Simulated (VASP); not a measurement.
# BN (F-43m) in VASP: a series of runs

The runs below take BN through single point, with PBE, r2SCAN, PBE0.

Everything below comes from runs of VASP 6.6.1. Logs are shortened: lines on timing, memory, paths and dates and some standing lists are left out, and cuts for length are marked.

### 1 The cell of the first run

It takes space group F-43m (No. 216, cubic). Conventional cell: a = 3.615 Å, b = 3.615 Å, c = 3.615 Å, α = 90.00°, β = 90.00°, γ = 90.00°. Within 2.1 Å of B (site symmetry -43m) lie 4 N at 1.57 Å. Within 2.1 Å of N (site symmetry -43m) lie 4 B at 1.57 Å.

### 2 Single point, PBE

The input, INCAR:

```
PREC = Accurate
ENCUT = 600
EDIFF = 1E-6
ISMEAR = -1
SIGMA = 0.1
LREAL = F
LASPH = T
NELM = 120
ALGO = Normal
ISIF = 2
LWAVE = F
LCHARG = F
GGA = PE
NBANDS = 11
GGA_COMPAT = F
```

The input, KPOINTS:

```
Automatic mesh
0
Gamma
  6 6 6
```

The input, POSCAR:

```
BN
1.0
    0.0000000000      1.8075000000      1.8075000000
    1.8075000000      0.0000000000      1.8075000000
    1.8075000000      1.8075000000      0.0000000000
B N
1 1
Direct
    0.0000000000      0.0000000000      0.0000000000
    0.7500000000      0.7500000000      0.7500000000
```

Potentials or basis: VASP PAW PBE potentials, release 64 (B, N).

Launch:

```
cat potpaw_PBE.64/B/POTCAR potpaw_PBE.64/N/POTCAR > POTCAR
mpirun -np 1 vasp_std > vasp.out
```

OUTCAR:

```text
PREC = Accurate
   ENCUT = 600
   EDIFF = 1E-6
   ISMEAR = -1
   LREAL = F
   LASPH = T
   NELM = 120
   ISIF = 2
   GGA = PE

 ion  position               nearest neighbor table
   1  0.000  0.000  0.000-   2 1.57   2 1.57   2 1.57   2 1.57
   2  0.750  0.750  0.750-   1 1.57   1 1.57   1 1.57   1 1.57

  LATTYP: Found a face centered cubic cell.
 ALAT       =     3.6150000000

  Lattice vectors:

 A1 = (   0.0000000000,   1.8075000000,   1.8075000000)
 A2 = (   1.8075000000,   0.0000000000,   1.8075000000)
 A3 = (   1.8075000000,   1.8075000000,   0.0000000000)

Analysis of symmetry for initial positions (statically):
=====================================================================
 Subroutine PRICEL returns:
 Original cell was already a primitive cell.

 Routine SETGRP: Setting up the symmetry group for a
 face centered cubic supercell.

 Subroutine GETGRP returns: Found 24 space group operations
 (whereof 24 operations were pure point group operations)
 out of a pool of 48 trial point group operations.

The static configuration has the point symmetry T_d .

Analysis of symmetry for dynamics (positions and initial velocities):
=====================================================================
 Subroutine PRICEL returns:
 Original cell was already a primitive cell.

 Routine SETGRP: Setting up the symmetry group for a
 face centered cubic supercell.

 Subroutine GETGRP returns: Found 24 space group operations
 (whereof 24 operations were pure point group operations)
 out of a pool of 48 trial point group operations.

The dynamic configuration has the point symmetry T_d .

 Subroutine INISYM returns: Found 24 space group operations
 (whereof 24 operations are pure point group operations),
 and found     1 'primitive' translations

----------------------------------------------------------------------------------------

                                     Primitive cell

  volume of cell :      11.8104

  direct lattice vectors                    reciprocal lattice vectors
     0.000000000  1.807500000  1.807500000    -0.276625173  0.276625173  0.276625173
     1.807500000  0.000000000  1.807500000     0.276625173 -0.276625173  0.276625173
     1.807500000  1.807500000  0.000000000     0.276625173  0.276625173 -0.276625173

  length of vectors
     2.556191014  2.556191014  2.556191014     0.479128854  0.479128854  0.479128854

  position of ions in fractional coordinates (direct lattice)
     0.000000000  0.000000000  0.000000000
     0.750000000  0.750000000  0.750000000

  ion indices of the primitive-cell ions
   primitive index   ion index
                 1           1
                 2           2

----------------------------------------------------------------------------------------

 KPOINTS: Automatic mesh

Automatic generation of k-mesh.
 Grid dimensions read from file:
 generate k-points for:    6    6    6

 Generating k-lattice:

  Cartesian coordinates                     Fractional coordinates (reciprocal lattice)
    -0.046104195  0.046104195  0.046104195     0.166666667  0.000000000  0.000000000
     0.046104195 -0.046104195  0.046104195     0.000000000  0.166666667  0.000000000
     0.046104195  0.046104195 -0.046104195     0.000000000  0.000000000  0.166666667

  Length of vectors
     0.079854809  0.079854809  0.079854809

  Shift w.r.t. Gamma in fractional coordinates (k-lattice)
     0.000000000  0.000000000  0.000000000

 Subroutine IBZKPT returns following result:
 ===========================================

 Found     16 irreducible k-points:

 Following reciprocal coordinates:
            Coordinates               Weight
  0.000000  0.000000  0.000000      1.000000
  0.166667  0.000000  0.000000      8.000000
  0.333333  0.000000  0.000000      8.000000
  0.500000  0.000000  0.000000      4.000000
  0.166667  0.166667  0.000000      6.000000
  0.333333  0.166667  0.000000     24.000000
[... 8 lines left out ...]
 -0.333333  0.333333  0.166667     24.000000
 -0.333333  0.500000  0.166667     12.000000
   k-points           NKPTS =     16   k-points in BZ     NKDIM =     16   number of bands    NBANDS=     11
   number of dos      NEDOS =    301   number of ions     NIONS =      2
   total plane-waves  NPLWV =   8000
   dimension x,y,z NGX =    20 NGY =   20 NGZ =   20
   dimension x,y,z NGXF=    40 NGYF=   40 NGZF=   40
   ions per type =               1   1
   NGX,Y,Z   is equivalent  to a cutoff of  13.01, 13.01, 13.01 a.u.
   NGXF,Y,Z  is equivalent  to a cutoff of  26.01, 26.01, 26.01 a.u.
 SYSTEM =  unknown system
   PREC   = accura    normal or accurate (medium, high low for compatibility)
   ISTART =      0    job   : 0-new  1-cont  2-samecut
   ICHARG =      2    charge: 1-file 2-atom 10-const
   ISPIN  =      1    spin polarized calculation?
   LNONCOLLINEAR =      F non collinear calculations
   LSORBIT =      F    spin-orbit coupling
   LASPH  =      T    aspherical Exc in radial PAW
   ENCUT  =  600.0 eV  44.10 Ry    6.64 a.u.   5.11  5.11  5.11*2*pi/ulx,y,z
   NELM   =    120;   NELMIN=  2; NELMDL= -5     # of ELM steps
   EDIFF  = 0.1E-05   stopping-criterion for ELM
   LREAL  =      F    real-space projection
   EDIFFG = 0.1E-04   stopping-criterion for IOM
   NSW    =      0    number of steps for IOM
   IBRION =     -1    ionic relax: 0-MD 1-quasi-New 2-CG
   NFREE  =      0    steps in history (QN), initial steepest desc. (CG)
   ISIF   =      2    stress and relaxation
   ISYM   =      2    0-nonsym 1-usesym 2-fastsym
   POTIM  = 0.5000    time-step for ionic-motion
   TEBEG  =    0.0;   TEEND  =   0.0 temperature during run
   PSTRESS=    0.0 pullay stress
   NELECT =       8.0000    total number of electrons
   NUPDOWN=      -1.0000    fix difference up-down
   EMIN   =  10.00;   EMAX   =-10.00  energy-range for DOS
   EFERMI =   0.00;   METHOD = LEGACY
   ISMEAR =    -1;   SIGMA  =   0.10  broadening in eV -4-tet -1-fermi 0-gaus
   EFERMI_NEDOS =   21; number of points for ismear=-14 and -15
   IALGO  =     38    algorithm
   IMIX   =      4    mixing-type and parameters
     AMIX     =   0.40;   BMIX     =  1.00
     AMIX_MAG =   1.60;   BMIX_MAG =  1.00
  volume/ion in A,a.u.               =       5.91        39.85
  Fermi-wavevector in a.u.,A,eV,Ry     =   1.437749  2.716952 28.124920  2.067123
  Thomas-Fermi vector in A             =   2.556793
   LORBIT       =      0    0 simple, 1 ext, 2 COOP (PROOUT), +10 PAW based schemes
   GGA     = PE    functional components
   LHFCALC =     F    Hartree Fock is set to
   AEXX    =    0.0000 exact exchange contribution
   IVDW    =     0    specifies the selected vdW correction
   LEPSILON=     F    determine dielectric tensor
   LRPA    =     F    only Hartree local field effects (RPA)
 non-spin polarized calculation
  energy-cutoff  :      600.00
  volume of cell :       11.81
 maximum number of plane-waves:       411
   NGX = 11   NGY = 11   NGZ = 11

 number of electron       7.9999999 magnetization

 Free energy of the ion-electron system (eV)
  ---------------------------------------------------
  ext. energy  EPLUGINS =         0.00000000
  ---------------------------------------------------
  free energy    TOTEN  =       -17.44951433 eV

  energy without entropy =      -17.44951433  energy(sigma->0) =      -17.44951433

 E-fermi :   9.3669     XC(G=0): -12.8214

 val. band max:        7.4053871323   @ k =   0.0000   0.0000   0.0000
 cond. band min:      11.8629411423   @ k =   0.5000   0.5000   0.0000
 fundamental gap:      4.4575540099
 Fermi energy:         9.3669359337

 k-point     1 :       0.0000    0.0000    0.0000
  band No.  band energies     occupation
      1     -12.8265      2.00000
      2       7.4054      2.00000
      3       7.4054      2.00000
      4       7.4054      2.00000
      5      16.2229      0.00000
      6      16.2229      0.00000
      7      16.2229      0.00000
      8      17.7548      0.00000
      9      32.1557      0.00000
     10      35.1694      0.00000
     11      35.1694      0.00000

 k-point     2 :       0.1667    0.0000    0.0000
  band No.  band energies     occupation
      1     -12.1568      2.00000
      2       4.3929      2.00000
      3       6.7850      2.00000
      4       6.7850      2.00000
      5      16.7489      0.00000
      6      17.1344      0.00000
      7      17.1344      0.00000
      8      19.6441      0.00000
      9      31.4002      0.00000
     10      31.4057      0.00000
     11      31.4057      0.00000

 k-point     3 :       0.3333    0.0000    0.0000
  band No.  band energies     occupation
      1     -10.2940      2.00000
      2      -0.4637      2.00000
      3       5.8441      2.00000
      4       5.8441      2.00000
      5      17.3130      0.00000
      6      18.0552      0.00000
      7      18.0552      0.00000
      8      21.9395      0.00000
      9      30.6304      0.00000
     10      31.7976      0.00000
     11      31.7976      0.00000

 k-point     4 :       0.5000    0.0000    0.0000
  band No.  band energies     occupation
      1      -8.6092      2.00000
      2      -3.2866      2.00000
      3       5.4649      2.00000
      4       5.4649      2.00000
      5      17.5497      0.00000
      6      18.1093      0.00000
      7      18.1093      0.00000
      8      22.6623      0.00000
      9      30.8601      0.00000
     10      34.1946      0.00000
     11      34.3103      0.00000
[... 127 lines left out ...]
 k-point    14 :       0.5000    0.3333    0.1667
  band No.  band energies     occupation
      1      -8.8066      2.00000
      2      -0.0393      2.00000
      3       1.9661      2.00000
      4       3.8647      2.00000
      5      16.1803      0.00000
      6      19.2987      0.00000
      7      20.5533      0.00000
      8      22.9673      0.00000
      9      27.0812      0.00000
     10      32.9979      0.00000
     11      35.6446      0.00000

 k-point    15 :      -0.3333    0.3333    0.1667
  band No.  band energies     occupation
      1      -7.4696      2.00000
      2      -1.5510      2.00000
      3       1.3459      2.00000
      4       2.9090      2.00000
      5      16.8953      0.00000
      6      19.2108      0.00000
      7      22.3528      0.00000
      8      23.7899      0.00000
      9      25.5151      0.00000
     10      33.1086      0.00000
     11      35.4923      0.00000

 k-point    16 :      -0.3333    0.5000    0.1667
  band No.  band energies     occupation
      1      -7.0146      2.00000
      2      -0.7858      2.00000
      3       1.2114      2.00000
      4       1.2538      2.00000
      5      15.1754      0.00000
      6      19.4213      0.00000
      7      22.4869      0.00000
      8      24.1929      0.00000
      9      26.9772      0.00000
     10      33.2810      0.00000
     11      37.5961      0.00000

------------------------ aborting loop because EDIFF is reached ----------------------------------------

  FORCE on cell =-STRESS in cart. coord.  units (eV):
  Direction    XX          YY          ZZ          XY          YZ          ZX
  --------------------------------------------------------------------------------------
  -------------------------------------------------------------------------------------
  Total        0.2250792      0.2250792      0.2250792     -0.0000000      0.0000000     -0.0000000
  in kB       30.5338132     30.5338132     30.5338132     -0.0000000      0.0000000     -0.0000000
  external PRESSURE =      30.5338132 kB  Pullay stress =       0.0000000 kB

 VOLUME and BASIS-vectors are now :
 -----------------------------------------------------------------------------
  energy-cutoff  :      600.00
  volume of cell :       11.81
      direct lattice vectors                 reciprocal lattice vectors
     0.000000000  1.807500000  1.807500000    -0.276625173  0.276625173  0.276625173
     1.807500000  0.000000000  1.807500000     0.276625173 -0.276625173  0.276625173
     1.807500000  1.807500000  0.000000000     0.276625173  0.276625173 -0.276625173

 POSITION                                       TOTAL-FORCE (eV/Angst)
 -----------------------------------------------------------------------------------
      0.00000      0.00000      0.00000        -0.000000     -0.000000     -0.000000
      2.71125      2.71125      2.71125         0.000000      0.000000      0.000000
 -----------------------------------------------------------------------------------
    total drift:                               -0.000000     -0.000000     -0.000000

  FREE ENERGIE OF THE ION-ELECTRON SYSTEM (eV)
  ---------------------------------------------------
  free  energy   TOTEN  =       -17.4495143317 eV

  energy  without entropy=      -17.4495143315  energy(sigma->0) =      -17.44951433
```

Wall time 4.3 s (1 thread of AMD EPYC 7R43 (Zen 3), shared host); peak memory 0.08 GiB.

Results:

```
Free energy            : -17.4495 eV
Pressure               : 3.1 GPa
Band gap on the k mesh : 4.46 eV (least direct gap 8.82 eV)
```

Caveat: the k points lie up to 0.50 Å⁻¹ apart. A k mesh can miss the band edges.

(Continued in part 2 of 2.)
